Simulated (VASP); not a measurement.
# Yb (Fm-3m) in VASP: further runs

Runs on Yb. Level: PBEsol. Tasks: electric field gradients.

Everything below comes from runs of VASP 6.6.1. Logs are shortened: lines on timing, memory, paths and dates and some standing lists are left out, and cuts for length are marked.

### 1 The cell of the first run

The structure is cubic, space group Fm-3m (No. 225). Conventional cell: a = 5.376 Å, b = 5.376 Å, c = 5.376 Å, α = 90.00°, β = 90.00°, γ = 90.00°. Within 5.0 Å of Yb (site symmetry m-3m) lie 12 Yb at 3.80 Å.

### 2 Electric field gradients, PBEsol (38.83 Å³/atom)

The input, INCAR:

```
PREC = Accurate
ENCUT = 520
EDIFF = 1E-8
ISMEAR = -1
SIGMA = 0.03
LREAL = False
LASPH = True
NELM = 100
ALGO = Normal
ISIF = 2
LWAVE = False
LCHARG = False
GGA = PS
LEFG = True
NBANDS = 18
```

The input, KPOINTS:

```
Automatic mesh
0
Gamma
  12 12 12
```

The input, POSCAR:

```
Yb
1.0
    0.0000000000      2.6878012292      2.6878012292
    2.6878012292      0.0000000000      2.6878012292
    2.6878012292      2.6878012292      0.0000000000
Yb
1
Direct
    0.0000000000      0.0000000000      0.0000000000
```

Potentials or basis: VASP PAW PBE potentials, release 64 (Yb).

Started as:

```sh
cat potpaw_PBE.64/Yb/POTCAR > POTCAR
mpirun -np 1 vasp_std > vasp.out
```

OUTCAR:

```text
PREC = Accurate
   ENCUT = 520
   EDIFF = 1E-8
   ISMEAR = -1
   LREAL = False
   LASPH = True
   NELM = 100
   ISIF = 2
   GGA = PS

 ion  position               nearest neighbor table
   1  0.000  0.000  0.000-

  LATTYP: Found a face centered cubic cell.
 ALAT       =     5.3756024584

  Lattice vectors:

 A1 = (   0.0000000000,   2.6878012292,   2.6878012292)
 A2 = (   2.6878012292,   0.0000000000,   2.6878012292)
 A3 = (   2.6878012292,   2.6878012292,   0.0000000000)

Analysis of symmetry for initial positions (statically):
=====================================================================
 Subroutine PRICEL returns:
 Original cell was already a primitive cell.

 Routine SETGRP: Setting up the symmetry group for a
 face centered cubic supercell.

 Subroutine GETGRP returns: Found 48 space group operations
 (whereof 48 operations were pure point group operations)
 out of a pool of 48 trial point group operations.

The static configuration has the point symmetry O_h .

Analysis of symmetry for dynamics (positions and initial velocities):
=====================================================================
 Subroutine PRICEL returns:
 Original cell was already a primitive cell.

 Routine SETGRP: Setting up the symmetry group for a
 face centered cubic supercell.

 Subroutine GETGRP returns: Found 48 space group operations
 (whereof 48 operations were pure point group operations)
 out of a pool of 48 trial point group operations.

The dynamic configuration has the point symmetry O_h .

 Subroutine INISYM returns: Found 48 space group operations
 (whereof 48 operations are pure point group operations),
 and found     1 'primitive' translations

----------------------------------------------------------------------------------------

                                     Primitive cell

  volume of cell :      38.8348

  direct lattice vectors                    reciprocal lattice vectors
     0.000000000  2.687801229  2.687801229    -0.186025661  0.186025661  0.186025661
     2.687801229  0.000000000  2.687801229     0.186025661 -0.186025661  0.186025661
     2.687801229  2.687801229  0.000000000     0.186025661  0.186025661 -0.186025661

  length of vectors
     3.801124951  3.801124951  3.801124951     0.322205896  0.322205896  0.322205896

  position of ions in fractional coordinates (direct lattice)
     0.000000000  0.000000000  0.000000000

  ion indices of the primitive-cell ions
   primitive index   ion index
                 1           1

----------------------------------------------------------------------------------------

 KPOINTS: Automatic mesh

Automatic generation of k-mesh.
 Grid dimensions read from file:
 generate k-points for:   12   12   12

 Generating k-lattice:

  Cartesian coordinates                     Fractional coordinates (reciprocal lattice)
    -0.015502138  0.015502138  0.015502138     0.083333333  0.000000000  0.000000000
     0.015502138 -0.015502138  0.015502138     0.000000000  0.083333333  0.000000000
     0.015502138  0.015502138 -0.015502138     0.000000000  0.000000000  0.083333333

  Length of vectors
     0.026850491  0.026850491  0.026850491

  Shift w.r.t. Gamma in fractional coordinates (k-lattice)
     0.000000000  0.000000000  0.000000000

 Subroutine IBZKPT returns following result:
 ===========================================

 Found     72 irreducible k-points:

 Following reciprocal coordinates:
            Coordinates               Weight
  0.000000  0.000000  0.000000      1.000000
  0.083333  0.000000  0.000000      8.000000
  0.166667  0.000000  0.000000      8.000000
  0.250000  0.000000  0.000000      8.000000
  0.333333  0.000000  0.000000      8.000000
  0.416667  0.000000  0.000000      8.000000
[... 16 lines left out ...]
  0.500000  0.166667  0.000000     24.000000
 -0.416667  0.166667  0.000000     24.000000
 [... further k-points ...]
   k-points           NKPTS =     72   k-points in BZ     NKDIM =     72   number of bands    NBANDS=     18
   number of dos      NEDOS =    301   number of ions     NIONS =      1
   total plane-waves  NPLWV =  21952
   dimension x,y,z NGX =    28 NGY =   28 NGZ =   28
   dimension x,y,z NGXF=    56 NGYF=   56 NGZF=   56
   ions per type =               1
   NGX,Y,Z   is equivalent  to a cutoff of  12.25, 12.25, 12.25 a.u.
   NGXF,Y,Z  is equivalent  to a cutoff of  24.49, 24.49, 24.49 a.u.
 SYSTEM =  unknown system
   PREC   = accura    normal or accurate (medium, high low for compatibility)
   ISTART =      0    job   : 0-new  1-cont  2-samecut
   ICHARG =      2    charge: 1-file 2-atom 10-const
   ISPIN  =      1    spin polarized calculation?
   LNONCOLLINEAR =      F non collinear calculations
   LSORBIT =      F    spin-orbit coupling
   LASPH  =      T    aspherical Exc in radial PAW
   ENCUT  =  520.0 eV  38.22 Ry    6.18 a.u.   7.07  7.07  7.07*2*pi/ulx,y,z
   NELM   =    100;   NELMIN=  2; NELMDL= -5     # of ELM steps
   EDIFF  = 0.1E-07   stopping-criterion for ELM
   LREAL  =      F    real-space projection
   EDIFFG = 0.1E-06   stopping-criterion for IOM
   NSW    =      0    number of steps for IOM
   IBRION =     -1    ionic relax: 0-MD 1-quasi-New 2-CG
   NFREE  =      0    steps in history (QN), initial steepest desc. (CG)
   ISIF   =      2    stress and relaxation
   ISYM   =      2    0-nonsym 1-usesym 2-fastsym
   POTIM  = 0.5000    time-step for ionic-motion
   TEBEG  =    0.0;   TEEND  =   0.0 temperature during run
   PSTRESS=    0.0 pullay stress
   NELECT =      24.0000    total number of electrons
   NUPDOWN=      -1.0000    fix difference up-down
   EMIN   =  10.00;   EMAX   =-10.00  energy-range for DOS
   EFERMI =   0.00;   METHOD = LEGACY
   ISMEAR =    -1;   SIGMA  =   0.03  broadening in eV -4-tet -1-fermi 0-gaus
   EFERMI_NEDOS =   21; number of points for ismear=-14 and -15
   IALGO  =     38    algorithm
   IMIX   =      4    mixing-type and parameters
     AMIX     =   0.40;   BMIX     =  1.00
     AMIX_MAG =   1.60;   BMIX_MAG =  1.00
  volume/ion in A,a.u.               =      38.83       262.07
  Fermi-wavevector in a.u.,A,eV,Ry     =   1.394456  2.635139 26.456625  1.944507
  Thomas-Fermi vector in A             =   2.518003
   LORBIT       =      0    0 simple, 1 ext, 2 COOP (PROOUT), +10 PAW based schemes
   GGA     = PS    functional components
   LHFCALC =     F    Hartree Fock is set to
   AEXX    =    0.0000 exact exchange contribution
   IVDW    =     0    specifies the selected vdW correction
   LEPSILON=     F    determine dielectric tensor
   LRPA    =     F    only Hartree local field effects (RPA)
 non-spin polarized calculation
  energy-cutoff  :      520.00
  volume of cell :       38.83
 maximum number of plane-waves:      1063
   NGX = 15   NGY = 15   NGZ = 15

 number of electron      23.9999989 magnetization

 Free energy of the ion-electron system (eV)
  ---------------------------------------------------
  ext. energy  EPLUGINS =         0.00000000
  ---------------------------------------------------
  free energy    TOTEN  =        -3.85303473 eV

  energy without entropy =       -3.85001640  energy(sigma->0) =       -3.85152556

 E-fermi :   1.2329     XC(G=0):  -9.2230

 val. band max:        1.1758868909   @ k =  -0.3333   0.4167   0.1667
 cond. band min:       1.2585512211   @ k =  -0.3333   0.3333   0.1667
 fundamental gap:      0.0826643302
 Fermi energy:         1.2329184316

 k-point     1 :       0.0000    0.0000    0.0000
  band No.  band energies     occupation
      1     -50.5525      2.00000
      2     -22.7775      2.00000
      3     -22.7775      2.00000
      4     -22.7775      2.00000
      5      -3.7837      2.00000
      6       0.7990      2.00000
[... 10 lines left out ...]
     17       5.9499      0.00000
     18      10.4060      0.00000

 k-point     2 :       0.0833    0.0000    0.0000
  band No.  band energies     occupation
      1     -50.5517      2.00000
      2     -22.7956      2.00000
      3     -22.7800      2.00000
      4     -22.7800      2.00000
      5      -3.6345      2.00000
      6       0.8006      2.00000
[... 10 lines left out ...]
     17       5.8599      0.00000
     18      10.7655      0.00000

 k-point     3 :       0.1667    0.0000    0.0000
  band No.  band energies     occupation
      1     -50.5497      2.00000
      2     -22.8445      2.00000
      3     -22.7866      2.00000
      4     -22.7866      2.00000
      5      -3.2019      2.00000
      6       0.8057      2.00000
[... 10 lines left out ...]
     17       5.7361      0.00000
     18      10.8227      0.00000

 k-point     4 :       0.2500    0.0000    0.0000
  band No.  band energies     occupation
      1     -50.5468      2.00000
      2     -22.9103      2.00000
      3     -22.7957      2.00000
      4     -22.7957      2.00000
      5      -2.5342      2.00000
      6       0.8148      2.00000
[... 10 lines left out ...]
     17       5.9098      0.00000
     18       9.8393      0.00000

 k-point     5 :       0.3333    0.0000    0.0000
  band No.  band energies     occupation
      1     -50.5440      2.00000
      2     -22.9751      2.00000
      3     -22.8048      2.00000
      4     -22.8048      2.00000
      5      -1.7237      2.00000
      6       0.8261      2.00000
[... 10 lines left out ...]
     17       6.4504      0.00000
     18       8.9944      0.00000

 k-point     6 :       0.4167    0.0000    0.0000
  band No.  band energies     occupation
      1     -50.5419      2.00000
      2     -23.0218      2.00000
      3     -22.8114      2.00000
      4     -22.8114      2.00000
      5      -0.9464      2.00000
      6       0.8322      2.00000
[... 307 lines left out ...]
 k-point    21 :       0.3333    0.1667    0.0000
  band No.  band energies     occupation
      1     -50.5440      2.00000
      2     -22.9381      2.00000
      3     -22.8235      2.00000
      4     -22.8227      2.00000
      5      -1.8071      2.00000
      6       0.8287      2.00000
[... 10 lines left out ...]
     17       6.8210      0.00000
     18      10.0037      0.00000

 k-point    22 :       0.4167    0.1667    0.0000
  band No.  band energies     occupation
      1     -50.5416      2.00000
      2     -22.9848      2.00000
      3     -22.8385      2.00000
      4     -22.8286      2.00000
      5      -0.9898      2.00000
      6       0.8399      2.00000
[... 10 lines left out ...]
     17       7.3016      0.00000
     18       8.6341      0.00000

 k-point    23 :       0.5000    0.1667    0.0000
  band No.  band energies     occupation
      1     -50.5402      2.00000
      2     -23.0124      2.00000
      3     -22.8525      2.00000
      4     -22.8289      2.00000
      5      -0.2503      2.00000
      6       0.8353      2.00000
[... 10 lines left out ...]
     17       7.4429      0.00000
     18       7.8536      0.00000

 k-point    24 :      -0.4167    0.1667    0.0000
  band No.  band energies     occupation
      1     -50.5400      2.00000
      2     -23.0146      2.00000
      3     -22.8611      2.00000
      4     -22.8235      2.00000
      5      -0.0879      2.00000
      6       0.8273      2.00000
[... 10 lines left out ...]
     17       7.1273      0.00000
     18       8.1164      0.00000

 [... further k-points ...]

------------------------ aborting loop because EDIFF is reached ----------------------------------------

  FORCE on cell =-STRESS in cart. coord.  units (eV):
  Direction    XX          YY          ZZ          XY          YZ          ZX
  --------------------------------------------------------------------------------------
  -------------------------------------------------------------------------------------
  Total       -0.7316096     -0.7316096     -0.7316096      0.0000000      0.0000000     -0.0000000
  in kB      -30.1834264    -30.1834264    -30.1834264      0.0000000      0.0000000     -0.0000000
  external PRESSURE =     -30.1834264 kB  Pullay stress =       0.0000000 kB

 VOLUME and BASIS-vectors are now :
 -----------------------------------------------------------------------------
  energy-cutoff  :      520.00
  volume of cell :       38.83
      direct lattice vectors                 reciprocal lattice vectors
     0.000000000  2.687801229  2.687801229    -0.186025661  0.186025661  0.186025661
     2.687801229  0.000000000  2.687801229     0.186025661 -0.186025661  0.186025661
     2.687801229  2.687801229  0.000000000     0.186025661  0.186025661 -0.186025661

 POSITION                                       TOTAL-FORCE (eV/Angst)
 -----------------------------------------------------------------------------------
      0.00000      0.00000      0.00000         0.000000      0.000000     -0.000000
 -----------------------------------------------------------------------------------
    total drift:                               -0.000000     -0.000000     -0.000000

  FREE ENERGIE OF THE ION-ELECTRON SYSTEM (eV)
  ---------------------------------------------------
  free  energy   TOTEN  =        -3.8530347269 eV

  energy  without entropy=       -3.8500163996  energy(sigma->0) =       -3.85152556

 Electric field gradients (V/A^2)
---------------------------------------------------------------------
 ion       V_xx      V_yy      V_zz      V_xy      V_xz      V_yz
---------------------------------------------------------------------
   1      -0.000     0.000     0.000    -0.002    -0.002    -0.002
---------------------------------------------------------------------

 Electric field gradients after diagonalization (V/A^2)
 (convention: |V_zz| > |V_xx| > |V_yy|)
----------------------------------------------------------------------
 ion       V_xx      V_yy      V_zz     asymmetry (V_yy - V_xx)/ V_zz
----------------------------------------------------------------------
   1       0.002     0.002    -0.004       0.000
----------------------------------------------------------------------

           NMR quadrupolar parameters

 Cq : quadrupolar parameter    Cq=e*Q*V_zz/h
 eta: asymmetry parameters     (V_yy - V_xx)/ V_zz
 Q  : nuclear electric quadrupole moment in mb (millibarn)
----------------------------------------------------------------------
 ion       Cq(MHz)       eta       Q (mb)
----------------------------------------------------------------------
   1      -0.000       0.000       1.000
----------------------------------------------------------------------
```

Wall time 4.7 min (1 thread of Intel Xeon Platinum 8259CL at 2.50GHz (Skylake/Cascade Lake), shared host); peak memory 0.21 GiB.

What came out:

* Free energy: -3.8530 eV
* Pressure: -3.0 GPa
* Band gap on the k mesh: zero (bands 12 and 13 overlap by 0.02 eV)
* Largest electric field gradient by atom: under 0.05 V/Å² on every atom

Caveat: the cell stands under tension; the PAW data sets were made with another functional, which shifts forces and pressure a little; spin-orbit coupling is left out, which moves the levels of the heavy elements. Spin polarisation is off, so any magnetic state and its effect on volume and gap are missing.

[end of part 1 of 3]

The gap in the log of VASP goes by the Fermi energy; the results here count the filled bands.